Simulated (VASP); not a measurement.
# Al (P6_3/mmc) in VASP: notebook

The runs below take Al through single point, with PBEsol+D3(BJ).

All numbers are computed with VASP 6.6.1; they aren't measurements. Logs are shortened: lines on timing, memory, paths and dates and some standing lists are left out, and cuts for length are marked.

## (1) The cell of the first run

The structure is hexagonal, space group P6_3/mmc (No. 194). Conventional cell: a = 2.866 Å, b = 2.866 Å, c = 7.207 Å, α = 90.00°, β = 90.00°, γ = 120.00°. Al (site symmetry -3m) has 12 Al at 2.45 to 2.87 Å within 3.2 Å. Within 3.2 Å of Al (site symmetry -6m2) lie 12 Al at 2.45 to 2.87 Å.

## (2) Single point, PBEsol+D3(BJ)

INCAR reads:

```
ALGO     = Normal         # electronic algorithm
EDIFF    = 1E-6           # SCF threshold, eV
ENCUT    = 520            # plane-wave cutoff, eV
GGA      = PS             # functional
ISIF     = 2              # what is computed and relaxed
ISMEAR   = 0              # smearing method
IVDW     = 12             # dispersion correction
LASPH    = True           # aspherical terms in the spheres
LCHARG   = False          # write CHGCAR
LREAL    = False          # projectors in reciprocal space
LWAVE    = False          # write WAVECAR
NBANDS   = 14             # bands
NELM     = 60             # most SCF steps
PREC     = Accurate       # precision mode
SIGMA    = 0.15           # smearing width, eV
```

KPOINTS reads:

```
k-points
0
Gamma
  18 18 6
```

POSCAR reads:

```
Al
1.0
    2.8661000000      0.0000000000      0.0000000000
   -1.4330500000      2.4821154098      0.0000000000
    0.0000000000      0.0000000000      7.2065000000
Al
4
Direct
    0.0000000000      0.0000000000      0.0000000000
    0.3333333333      0.6666666667      0.2500000000
    0.0000000000      0.0000000000      0.5000000000
    0.6666666667      0.3333333333      0.7500000000
```

Potentials or basis: VASP PAW PBE potentials, release 64 (Al).

Run with:

```
> cat potpaw_PBE.64/Al/POTCAR > POTCAR
> mpirun -np 1 vasp_std > vasp.out
```

OUTCAR:

```text
EDIFF = 1E-6
   ENCUT = 520
   GGA = PS
   ISIF = 2
   ISMEAR = 0
   IVDW = 12
   LASPH = True
   LREAL = False
   NELM = 60
   PREC = Accurate
 IVDW          = 12

 ion  position               nearest neighbor table
   1  0.000  0.000  0.000-   2 2.45   4 2.45   4 2.45   2 2.45   4 2.45   2 2.45
   2  0.333  0.667  0.250-   1 2.45   3 2.45   1 2.45   3 2.45   1 2.45   3 2.45
   3  0.000  0.000  0.500-   2 2.45   4 2.45   4 2.45   2 2.45   4 2.45   2 2.45
   4  0.667  0.333  0.750-   1 2.45   3 2.45   1 2.45   3 2.45   1 2.45   3 2.45

  LATTYP: Found a hexagonal cell.
 ALAT       =     2.8661000000
 C/A-ratio  =     2.5143923799

  Lattice vectors:

 A1 = (   2.8661000000,   0.0000000000,   0.0000000000)
 A2 = (  -1.4330500000,   2.4821154098,   0.0000000000)
 A3 = (   0.0000000000,   0.0000000000,   7.2065000000)

Analysis of symmetry for initial positions (statically):
=====================================================================
 Subroutine PRICEL returns:
 Original cell was already a primitive cell.

 Routine SETGRP: Setting up the symmetry group for a
 hexagonal supercell.

 Subroutine GETGRP returns: Found 24 space group operations
 (whereof 12 operations were pure point group operations)
 out of a pool of 24 trial point group operations.

The static configuration has the point symmetry D_3d.
 The point group associated with its full space group is D_6h.

Analysis of symmetry for dynamics (positions and initial velocities):
=====================================================================
 Subroutine PRICEL returns:
 Original cell was already a primitive cell.

 Routine SETGRP: Setting up the symmetry group for a
 hexagonal supercell.

 Subroutine GETGRP returns: Found 24 space group operations
 (whereof 12 operations were pure point group operations)
 out of a pool of 24 trial point group operations.

The dynamic configuration has the point symmetry D_3d.
 The point group associated with its full space group is D_6h.

 Subroutine INISYM returns: Found 24 space group operations
 (whereof 12 operations are pure point group operations),
 and found     1 'primitive' translations

----------------------------------------------------------------------------------------

                                     Primitive cell

  volume of cell :      51.2670

  direct lattice vectors                    reciprocal lattice vectors
     2.866100000  0.000000000  0.000000000     0.348906179  0.201441076  0.000000000
    -1.433050000  2.482115410  0.000000000     0.000000000  0.402882153  0.000000000
     0.000000000  0.000000000  7.206500000     0.000000000  0.000000000  0.138763616

  length of vectors
     2.866100000  2.866100000  7.206500000     0.402882153  0.402882153  0.138763616

  position of ions in fractional coordinates (direct lattice)
     0.000000000  0.000000000  0.000000000
     0.333333333  0.666666667  0.250000000
     0.000000000  0.000000000  0.500000000
     0.666666667  0.333333333  0.750000000

  ion indices of the primitive-cell ions
   primitive index   ion index
                 1           1
                 2           2
                 3           3
                 4           4

----------------------------------------------------------------------------------------

 KPOINTS: k-points

Automatic generation of k-mesh.
 Grid dimensions read from file:
 generate k-points for:   18   18    6

 Generating k-lattice:

  Cartesian coordinates                     Fractional coordinates (reciprocal lattice)
     0.019383677  0.011191171  0.000000000     0.055555556 -0.000000000  0.000000000
     0.000000000  0.022382342  0.000000000     0.000000000  0.055555556  0.000000000
     0.000000000  0.000000000  0.023127269     0.000000000  0.000000000  0.166666667

  Length of vectors
     0.022382342  0.022382342  0.023127269

  Shift w.r.t. Gamma in fractional coordinates (k-lattice)
     0.000000000  0.000000000  0.000000000

 Subroutine IBZKPT returns following result:
 ===========================================

 Found    148 irreducible k-points:

 Following reciprocal coordinates:
            Coordinates               Weight
  0.000000  0.000000  0.000000      1.000000
  0.055556 -0.000000  0.000000      6.000000
  0.111111 -0.000000  0.000000      6.000000
  0.166667 -0.000000  0.000000      6.000000
  0.222222 -0.000000  0.000000      6.000000
  0.277778 -0.000000  0.000000      6.000000
[... 16 lines left out ...]
  0.333333  0.111111  0.000000     12.000000
  0.388889  0.111111  0.000000     12.000000
 [... further k-points ...]
   k-points           NKPTS =    148   k-points in BZ     NKDIM =    148   number of bands    NBANDS=     14
   number of dos      NEDOS =    301   number of ions     NIONS =      4
   total plane-waves  NPLWV =  31104
   dimension x,y,z NGX =    24 NGY =   24 NGZ =   54
   dimension x,y,z NGXF=    48 NGYF=   48 NGZF=  108
   ions per type =               4
   NGX,Y,Z   is equivalent  to a cutoff of  13.92, 13.92, 12.46 a.u.
   NGXF,Y,Z  is equivalent  to a cutoff of  27.84, 27.84, 24.91 a.u.
 SYSTEM =  unknown system
   PREC   = accura    normal or accurate (medium, high low for compatibility)
   ISTART =      0    job   : 0-new  1-cont  2-samecut
   ICHARG =      2    charge: 1-file 2-atom 10-const
   ISPIN  =      1    spin polarized calculation?
   LNONCOLLINEAR =      F non collinear calculations
   LSORBIT =      F    spin-orbit coupling
   LASPH  =      T    aspherical Exc in radial PAW
   ENCUT  =  520.0 eV  38.22 Ry    6.18 a.u.   5.33  5.33 13.40*2*pi/ulx,y,z
   NELM   =     60;   NELMIN=  2; NELMDL= -5     # of ELM steps
   EDIFF  = 0.1E-05   stopping-criterion for ELM
   LREAL  =      F    real-space projection
   EDIFFG = 0.1E-04   stopping-criterion for IOM
   NSW    =      0    number of steps for IOM
   IBRION =     -1    ionic relax: 0-MD 1-quasi-New 2-CG
   NFREE  =      0    steps in history (QN), initial steepest desc. (CG)
   ISIF   =      2    stress and relaxation
   ISYM   =      2    0-nonsym 1-usesym 2-fastsym
   POTIM  = 0.5000    time-step for ionic-motion
   TEBEG  =    0.0;   TEEND  =   0.0 temperature during run
   PSTRESS=    0.0 pullay stress
   NELECT =      12.0000    total number of electrons
   NUPDOWN=      -1.0000    fix difference up-down
   EMIN   =  10.00;   EMAX   =-10.00  energy-range for DOS
   EFERMI =   0.00;   METHOD = LEGACY
   ISMEAR =     0;   SIGMA  =   0.15  broadening in eV -4-tet -1-fermi 0-gaus
   EFERMI_NEDOS =   21; number of points for ismear=-14 and -15
   IALGO  =     38    algorithm
   IMIX   =      4    mixing-type and parameters
     AMIX     =   0.40;   BMIX     =  1.00
     AMIX_MAG =   1.60;   BMIX_MAG =  1.00
  volume/ion in A,a.u.               =      12.82        86.49
  Fermi-wavevector in a.u.,A,eV,Ry     =   1.008918  1.906579 13.849591  1.017916
  Thomas-Fermi vector in A             =   2.141815
   LORBIT       =      0    0 simple, 1 ext, 2 COOP (PROOUT), +10 PAW based schemes
   GGA     = PS    functional components
   LHFCALC =     F    Hartree Fock is set to
   AEXX    =    0.0000 exact exchange contribution
   IVDW    =    12    specifies the selected vdW correction
   LEPSILON=     F    determine dielectric tensor
   LRPA    =     F    only Hartree local field effects (RPA)
 non-spin polarized calculation
 Gauss-broadening in eV      SIGMA  =   0.15
  energy-cutoff  :      520.00
  volume of cell :       51.27
 maximum number of plane-waves:      1405
 NGX is ok and might be reduce to    24
   NGX = 11   NGY = 11   NGZ = 27

 number of electron      12.0000000 magnetization

 Free energy of the ion-electron system (eV)
  ---------------------------------------------------
  ext. energy  EPLUGINS =         0.00000000
  ---------------------------------------------------
  free energy    TOTEN  =       -13.79904637 eV

  energy without entropy =      -13.78554984  energy(sigma->0) =      -13.79229810

 E-fermi :  10.7343     XC(G=0): -11.1997

 val. band max:       10.7272939861   @ k =   0.3333   0.0556   0.0000
 cond. band min:      10.7394907772   @ k =   0.1667   0.1667   0.1667
 fundamental gap:      0.0121967911
 Fermi energy:        10.7342783395

 k-point     1 :       0.0000    0.0000    0.0000
  band No.  band energies     occupation
      1      -2.1602      2.00000
      2       0.6278      2.00000
      3       0.6505      2.00000
      4       7.7519      2.00000
      5       9.6874      2.00000
      6      19.0651      0.00000
      7      19.0651      0.00000
      8      19.3972      0.00000
      9      19.3972      0.00000
     10      20.1802      0.00000
     11      20.7186      0.00000
     12      20.7187      0.00000
     13      20.9127      0.00000
     14      21.0914      0.00000

 k-point     2 :       0.0556   -0.0000    0.0000
  band No.  band energies     occupation
      1      -2.0863      2.00000
      2       0.6995      2.00000
      3       0.7224      2.00000
      4       7.8152      2.00000
      5       9.7463      2.00000
      6      17.6052      0.00000
      7      18.1691      0.00000
      8      19.2790      0.00000
      9      19.7523      0.00000
     10      19.7907      0.00000
     11      20.1261      0.00000
     12      20.4136      0.00000
     13      20.5692      0.00000
     14      20.8403      0.00000
[... 343 lines left out ...]
      1       1.6181      2.00000
      2       4.2688      2.00000
      3       4.3198      2.00000
      4       6.6308      2.00000
      5       9.2639      2.00000
      6       9.3270      2.00000
      7      11.1773      0.00003
      8      11.2779      0.00000
      9      13.5764      0.00000
     10      14.2126      0.00000
     11      14.9654      0.00000
     12      15.9217      0.00000
     13      18.0777      0.00000
     14      20.4011      0.00000

 k-point    24 :       0.3889    0.1111    0.0000
  band No.  band energies     occupation
      1       2.6826      2.00000
      2       5.1964      2.00000
      3       5.2527      2.00000
      4       5.3311      2.00000
      5       7.9246      2.00000
      6       7.9925      2.00000
      7      11.1535      0.00008
      8      12.0652      0.00000
      9      13.7058      0.00000
     10      13.8514      0.00000
     11      14.7680      0.00000
     12      15.4185      0.00000
     13      17.1789      0.00000
     14      20.0122      0.00000

 [... further k-points ...]

------------------------ aborting loop because EDIFF is reached ----------------------------------------

 Edisp (eV)   -1.63937

 E8    (eV) :    -1.1038

  FORCE on cell =-STRESS in cart. coord.  units (eV):
  Direction    XX          YY          ZZ          XY          YZ          ZX
  --------------------------------------------------------------------------------------
  -------------------------------------------------------------------------------------
  Total       7.80587     7.80587    21.27192     0.00000     0.00000     0.00000
  in kB     243.94630   243.94630   664.78261     0.00000     0.00000     0.00000
  external pressure =      384.23 kB  Pullay stress =        0.00 kB

 VOLUME and BASIS-vectors are now :
 -----------------------------------------------------------------------------
  energy-cutoff  :      520.00
  volume of cell :       51.27
      direct lattice vectors                 reciprocal lattice vectors
     2.866100000  0.000000000  0.000000000     0.348906179  0.201441076  0.000000000
    -1.433050000  2.482115410  0.000000000     0.000000000  0.402882153  0.000000000
     0.000000000  0.000000000  7.206500000     0.000000000  0.000000000  0.138763616

 POSITION                                       TOTAL-FORCE (eV/Angst)
 -----------------------------------------------------------------------------------
      0.00000      0.00000      0.00000         0.000000      0.000000     -0.000000
     -0.00000      1.65474      1.80163         0.000000     -0.000000      0.000000
      0.00000      0.00000      3.60325         0.000000      0.000000     -0.000000
      1.43305      0.82737      5.40488        -0.000000      0.000000      0.000000
 -----------------------------------------------------------------------------------
    total drift:                               -0.000000      0.000000      0.000000

  FREE ENERGIE OF THE ION-ELECTRON SYSTEM (eV)
  ---------------------------------------------------
  free  energy   TOTEN  =       -15.4384212629 eV

  energy  without entropy=      -15.4249247307  energy(sigma->0) =      -15.43167300
```

Run time: 33 s. Hardware: 1 thread of Intel Xeon Platinum 8559C (Emerald Rapids), shared host; peak memory 0.23 GiB.

Results:

- Free energy: -15.4384 eV
- Pressure: 38.4 GPa
- Band gap on the k mesh: zero (band 6 reaches 19.07 eV, above the bottom of band 7 at 8.20 eV)
- Dispersion energy per atom: -0.410 eV

Stress tensor (GPa, compression positive):
```
24.39  0.00  0.00
 0.00 24.39  0.00
 0.00  0.00 66.48
```

Levels at points of the mesh, in eV from the Fermi level:
```
           k point  band 3  band 4  band 5  band 6  band 7  band 8  band 9  band 10
(0.00, 0.00, 0.00)  -10.08   -2.98   -1.05    8.33    8.33    8.66    8.66     9.45
(0.50, 0.00, 0.00)   -4.97   -4.78   -3.96   -3.78    2.08    2.42    3.13     3.50
(0.00, 0.00, 0.50)   -6.72   -6.72    3.72    3.72    8.83    8.83    8.83     8.83
(0.50, 0.00, 0.50)   -6.31   -6.31   -1.53   -1.53   -0.68   -0.68    4.07     4.07
```

Caveat: the PAW data sets were made with another functional, which shifts forces and pressure a little; pairwise dispersion overbinds metals, which lowers pressure and volume.

[end of part 1 of 2]
